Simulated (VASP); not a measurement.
# ZnSn2N2 (P-3m1) in VASP: further runs, part 2 of 2

VASP 6.6.1. The steps go on from the part before.

## (3) Relaxation of cell and atoms, PBE

This run uses another cell than the first one, of 16.16 Å³/atom, 0.969 times its volume.

INCAR reads:

```
SYSTEM = ZnSn2N2
PREC = Accurate
ENCUT = 600
EDIFF = 1E-7
ISMEAR = 0
SIGMA = 0.15
LREAL = .False.
LASPH = .True.
NELM = 80
ALGO = Normal
ISIF = 3
LWAVE = .False.
LCHARG = .False.
GGA = PE
IBRION = 2
NSW = 36
EDIFFG = -0.08
```

KPOINTS reads:

```
Automatic mesh
0
Gamma
  4 4 2
  0 0 0
```

POSCAR reads:

```
ZnSn2N2
1.0
    3.6000000000      0.0000000000      0.0000000000
   -1.8000000000      3.1176914500      0.0000000000
    0.0000000000      0.0000000000      7.2000000000
Zn Sn N
1 2 2
Direct
    0.0000000000      0.0000000000      0.0000000000
    0.6666666700      0.3333333300      0.3700000000
    0.3333333300      0.6666666700      0.6300000000
    0.3333333300      0.6666666700      0.2200000000
    0.6666666700      0.3333333300      0.7800000000
```

Potentials or basis: VASP PAW PBE potentials, release 64 (Zn, Sn_d, N).

The run is started by

```console
cat potpaw_PBE.64/Zn/POTCAR potpaw_PBE.64/Sn_d/POTCAR potpaw_PBE.64/N/POTCAR > POTCAR
mpirun -np 1 vasp_std > vasp.out
```

OUTCAR:

```text
SYSTEM = ZnSn2N2
   PREC = Accurate
   ENCUT = 600
   EDIFF = 1E-7
   ISMEAR = 0
   LREAL = .False.
   LASPH = .True.
   NELM = 80
   ISIF = 3
   GGA = PE
   IBRION = 2
   NSW = 36
   EDIFFG = -0.08

 ion  position               nearest neighbor table
   1  0.000  0.000  0.000-   2 3.38   3 3.38   3 3.38   2 3.38   2 3.38   3 3.38
   2  0.667  0.333  0.370-   4 2.34   4 2.34   4 2.34   3 2.80   3 2.80   3 2.80   1 3.38   1 3.38
                             1 3.38
   3  0.333  0.667  0.630-   5 2.34   5 2.34   5 2.34   2 2.80   2 2.80   2 2.80   1 3.38   1 3.38
                             1 3.38
   4  0.333  0.667  0.220-   2 2.34   2 2.34   2 2.34
   5  0.667  0.333  0.780-   3 2.34   3 2.34   3 2.34

  LATTYP: Found a hexagonal cell.
 ALAT       =     3.6000000000
 C/A-ratio  =     2.0000000000

  Lattice vectors:

 A1 = (   3.6000000000,   0.0000000000,   0.0000000000)
 A2 = (  -1.8000000000,   3.1176914500,   0.0000000000)
 A3 = (   0.0000000000,   0.0000000000,   7.2000000000)

Analysis of symmetry for initial positions (statically):
=====================================================================
 Subroutine PRICEL returns:
 Original cell was already a primitive cell.

 Routine SETGRP: Setting up the symmetry group for a
 hexagonal supercell.

 Subroutine GETGRP returns: Found 12 space group operations
 (whereof 12 operations were pure point group operations)
 out of a pool of 24 trial point group operations.

The static configuration has the point symmetry D_3d.

Analysis of symmetry for dynamics (positions and initial velocities):
=====================================================================
 Subroutine PRICEL returns:
 Original cell was already a primitive cell.

 Routine SETGRP: Setting up the symmetry group for a
 hexagonal supercell.

 Subroutine GETGRP returns: Found 12 space group operations
 (whereof 12 operations were pure point group operations)
 out of a pool of 24 trial point group operations.

The dynamic configuration has the point symmetry D_3d.

 Subroutine INISYM returns: Found 12 space group operations
 (whereof 12 operations are pure point group operations),
 and found     1 'primitive' translations

----------------------------------------------------------------------------------------

                                     Primitive cell

  volume of cell :      80.8106

  direct lattice vectors                    reciprocal lattice vectors
     3.600000000  0.000000000  0.000000000     0.277777778  0.160375075  0.000000000
    -1.800000000  3.117691450  0.000000000     0.000000000  0.320750150  0.000000000
     0.000000000  0.000000000  7.200000000     0.000000000  0.000000000  0.138888889

  length of vectors
     3.600000000  3.599999997  7.200000000     0.320750150  0.320750150  0.138888889

  position of ions in fractional coordinates (direct lattice)
     0.000000000  0.000000000  0.000000000
     0.666666670  0.333333330  0.370000000
     0.333333330  0.666666670  0.630000000
     0.333333330  0.666666670  0.220000000
     0.666666670  0.333333330  0.780000000

  ion indices of the primitive-cell ions
   primitive index   ion index
                 1           1
                 2           2
                 3           3
                 4           4
                 5           5

[... 29 lines left out ...]
  0.250000  0.000000  0.000000      6.000000
  0.500000  0.000000  0.000000      3.000000
  0.250000  0.250000  0.000000      6.000000
  0.000000  0.000000  0.500000      1.000000
  0.250000  0.000000  0.500000      6.000000
  0.500000  0.000000  0.500000      3.000000
  0.250000  0.250000  0.500000      6.000000
   k-points           NKPTS =      8   k-points in BZ     NKDIM =      8   number of bands    NBANDS=     30
   number of dos      NEDOS =    301   number of ions     NIONS =      5
   total plane-waves  NPLWV =  54000
   dimension x,y,z NGX =    30 NGY =   30 NGZ =   60
   dimension x,y,z NGXF=    60 NGYF=   60 NGZF=  120
   ions per type =               1   2   2
   NGX,Y,Z   is equivalent  to a cutoff of  13.85, 13.85, 13.85 a.u.
   NGXF,Y,Z  is equivalent  to a cutoff of  27.71, 27.71, 27.71 a.u.
 SYSTEM =  ZnSn2N2
   PREC   = accura    normal or accurate (medium, high low for compatibility)
   ISTART =      0    job   : 0-new  1-cont  2-samecut
   ICHARG =      2    charge: 1-file 2-atom 10-const
   ISPIN  =      1    spin polarized calculation?
   LNONCOLLINEAR =      F non collinear calculations
   LSORBIT =      F    spin-orbit coupling
   LASPH  =      T    aspherical Exc in radial PAW
   ENCUT  =  600.0 eV  44.10 Ry    6.64 a.u.   7.19  7.19 14.38*2*pi/ulx,y,z
   NELM   =     80;   NELMIN=  2; NELMDL= -5     # of ELM steps
   EDIFF  = 0.1E-06   stopping-criterion for ELM
   LREAL  =      F    real-space projection
   EDIFFG = -.8E-01   stopping-criterion for IOM
   NSW    =     36    number of steps for IOM
   IBRION =      2    ionic relax: 0-MD 1-quasi-New 2-CG
   NFREE  =      1    steps in history (QN), initial steepest desc. (CG)
   ISIF   =      3    stress and relaxation
   ISYM   =      2    0-nonsym 1-usesym 2-fastsym
   POTIM  = 0.5000    time-step for ionic-motion
   TEBEG  =    0.0;   TEEND  =   0.0 temperature during run
   PSTRESS=    0.0 pullay stress
   NELECT =      50.0000    total number of electrons
   NUPDOWN=      -1.0000    fix difference up-down
   EMIN   =  10.00;   EMAX   =-10.00  energy-range for DOS
   EFERMI =   0.00;   METHOD = LEGACY
   ISMEAR =     0;   SIGMA  =   0.15  broadening in eV -4-tet -1-fermi 0-gaus
   EFERMI_NEDOS =   21; number of points for ismear=-14 and -15
   IALGO  =     38    algorithm
   IMIX   =      4    mixing-type and parameters
     AMIX     =   0.40;   BMIX     =  1.00
     AMIX_MAG =   1.60;   BMIX_MAG =  1.00
  volume/ion in A,a.u.               =      16.16       109.07
  Fermi-wavevector in a.u.,A,eV,Ry     =   1.395004  2.636175 26.477430  1.946036
  Thomas-Fermi vector in A             =   2.518498
   LORBIT       =      0    0 simple, 1 ext, 2 COOP (PROOUT), +10 PAW based schemes
   GGA     = PE    functional components
   LHFCALC =     F    Hartree Fock is set to
   AEXX    =    0.0000 exact exchange contribution
   IVDW    =     0    specifies the selected vdW correction
   LEPSILON=     F    determine dielectric tensor
   LRPA    =     F    only Hartree local field effects (RPA)
 conjugate gradient relaxation of ions
 non-spin polarized calculation
 Gauss-broadening in eV      SIGMA  =   0.15
  energy-cutoff  :      600.00
  volume of cell :       80.81
 maximum number of plane-waves:      2716
 NGX is ok and might be reduce to    30
   NGX = 15   NGY = 15   NGZ = 29

--------------------------------------- Ionic step        1  -------------------------------------------

 number of electron      50.0000006 magnetization

 Free energy of the ion-electron system (eV)
  ---------------------------------------------------
  ext. energy  EPLUGINS =         0.00000000
  ---------------------------------------------------
  free energy    TOTEN  =       -21.06131865 eV

  energy without entropy =      -21.04075651  energy(sigma->0) =      -21.05103758

------------------------ aborting loop because EDIFF is reached ----------------------------------------

  FORCE on cell =-STRESS in cart. coord.  units (eV):
  Direction    XX          YY          ZZ          XY          YZ          ZX
  --------------------------------------------------------------------------------------
  -------------------------------------------------------------------------------------
  Total       -3.4492057     -3.4492057      7.1502876      0.0000000      0.0000000      0.0000000
  in kB      -68.3851093    -68.3851091    141.7640018      0.0000000      0.0000000      0.0000000
  external PRESSURE =       1.6645945 kB  Pullay stress =       0.0000000 kB
[... 98 lines left out ...]
  FREE ENERGIE OF THE ION-ELECTRON SYSTEM (eV)
  ---------------------------------------------------
  free  energy   TOTEN  =       -22.7768085446 eV

  energy  without entropy=      -22.7428281255  energy(sigma->0) =      -22.75981834

[... ionic steps 4 to 21 ...]

--------------------------------------- Ionic step       22  -------------------------------------------

 number of electron      50.0000012 magnetization

------------------------ aborting loop because EDIFF is reached ----------------------------------------
[... 73 lines left out ...]
--------------------------------------- Ionic step       24  -------------------------------------------

 number of electron      49.9999999 magnetization

 Free energy of the ion-electron system (eV)
  ---------------------------------------------------
  ext. energy  EPLUGINS =         0.00000000
  ---------------------------------------------------
  free energy    TOTEN  =       -23.67018349 eV

  energy without entropy =      -23.66997071  energy(sigma->0) =      -23.67007710

 E-fermi :   6.7246     XC(G=0): -10.8069

 val. band max:        6.3791643851   @ k =   0.2500   0.0000   0.0000
 cond. band min:       7.0570318940   @ k =   0.5000   0.0000   0.0000
 fundamental gap:      0.6778675088
 Fermi energy:         6.7246420183

 k-point     1 :       0.0000    0.0000    0.0000
  band No.  band energies     occupation
      1     -14.8019      2.00000
      2     -14.8019      2.00000
      3     -14.8013      2.00000
      4     -14.8013      2.00000
      5     -14.7298      2.00000
      6     -14.7226      2.00000
[... 285 lines left out ...]
  FREE ENERGIE OF THE ION-ELECTRON SYSTEM (eV)
  ---------------------------------------------------
  free  energy   TOTEN  =       -23.6701834856 eV

  energy  without entropy=      -23.6699707120  energy(sigma->0) =      -23.67007710

 reached required accuracy - stopping structural energy minimisation
```

OSZICAR:

```text
N       E                     dE             d eps       ncg     rms          rms(c)
DAV:   1     0.516464585196E+03    0.51646E+03   -0.27952E+04   494   0.288E+03
DAV:   2     0.558844196755E+02   -0.46058E+03   -0.44912E+03   496   0.633E+02
DAV:   3    -0.198305482020E+02   -0.75715E+02   -0.73635E+02   560   0.213E+02
[... 270 lines left out ...]
DAV:   3    -0.236702304974E+02    0.26360E-03   -0.43044E-04   654   0.226E-01    0.538E-02
DAV:   4    -0.236701841503E+02    0.46347E-04   -0.11413E-04   668   0.105E-01    0.156E-02
DAV:   5    -0.236701838783E+02    0.27206E-06   -0.23650E-05   564   0.397E-02    0.556E-03
DAV:   6    -0.236701835083E+02    0.37000E-06   -0.25006E-06   612   0.140E-02    0.224E-03
DAV:   7    -0.236701834856E+02    0.22646E-07   -0.26807E-07   416   0.444E-03
  24 F= -.23670183E+02 E0= -.23670077E+02  d E =-.131242E-02
```

Run time: 9.7 min. Hardware: 1 thread of Intel Xeon Platinum 8259CL at 2.50GHz (Skylake/Cascade Lake), shared host; peak memory 0.24 GiB.

What came out:

```
Free energy                            : -23.6702 eV
Relaxed volume                         : 16.43 Å³/atom
Relaxed cell                           : a = 3.272 Å, b = 3.272 Å, c = 8.860 Å, α = 90.00°, β = 90.00°, γ = 120.00°
Space group after relaxing (to 0.05 Å) : P-3m1 (No. 164)
Energy gained by relaxing              : 521.8 meV/atom
Ionic steps                            : 24
Pressure after relaxing                : -0.3 GPa
Largest force after relaxing           : 0.048 eV/Å
Band gap on the k mesh                 : 0.68 eV, indirect (least direct gap 0.96 eV)
```

Forces on the atoms (eV/Å):
```
Zn   0.000  0.000  0.000
Sn   0.000  0.000 -0.042
Sn   0.000  0.000  0.042
N    0.000  0.000 -0.048
N    0.000  0.000  0.048
```

The path:
| step | energy change (eV) | largest force (eV/Å) | pressure (GPa) | volume (Å³) |
| --- | --- | --- | --- | --- |
| 1 | 0.0000 | 3.3785 | 0.17 | 80.81 |
| 2 | -1.3830 | 0.9138 | -1.93 | 80.73 |
| 3 | -1.7155 | 1.1323 | 1.20 | 80.40 |
| 4 | -1.7374 | 1.4036 | 2.93 | 80.21 |
| 5 | -1.9327 | 0.7355 | -3.88 | 84.31 |
| 6 | -1.9332 | 0.7052 | -4.13 | 84.49 |
| 7 | -2.1201 | 0.9245 | -3.79 | 82.58 |
| 8 | -2.2346 | 1.9482 | -0.70 | 76.91 |
| 9 | -2.3073 | 1.4722 | -2.87 | 79.55 |
| 10 | -2.4557 | 0.2793 | 4.80 | 75.29 |
| 11 | -2.4585 | 0.4079 | 3.77 | 75.77 |
| 12 | -2.5326 | 0.1685 | 1.87 | 77.84 |
| 13 | -2.5499 | 0.1109 | 0.58 | 79.56 |
| 14 | -2.5721 | 0.2397 | -0.84 | 80.74 |
| 15 | -2.5754 | 0.3895 | -1.61 | 81.42 |
| 16 | -2.5896 | 0.3208 | -0.92 | 81.18 |
| 17 | -2.5981 | 0.2258 | 0.10 | 80.85 |
| 18 | -2.5982 | 0.2108 | 0.26 | 80.80 |
| 19 | -2.6021 | 0.1078 | 0.43 | 80.94 |
| 20 | -2.6042 | 0.1463 | 0.63 | 81.11 |
| 21 | -2.6043 | 0.1685 | 0.70 | 81.17 |
| 22 | -2.6070 | 0.1179 | 0.10 | 81.75 |
| 23 | -2.6076 | 0.0815 | -0.32 | 82.17 |
| 24 | -2.6089 | 0.0484 | -0.28 | 82.17 |

Final structure:
```
CELL_PARAMETERS angstrom
3.27242 0.00000 0.00000
-1.63621 2.83400 0.00000
0.00000 0.00000 8.85992
ATOMIC_POSITIONS crystal
Zn 0.00000 0.00000 0.00000
Sn 0.66667 0.33333 0.29457
Sn 0.33333 0.66667 0.70543
N 0.33333 0.66667 0.15048
N 0.66667 0.33333 0.84952
```

Caveat: the k points lie up to 0.55 Å⁻¹ apart in the final cell; spin-orbit coupling is left out, which moves the levels of the heavy elements; the relaxation stopped at a loose force limit of 0.08 eV/Å, so its end isn't a converged minimum.
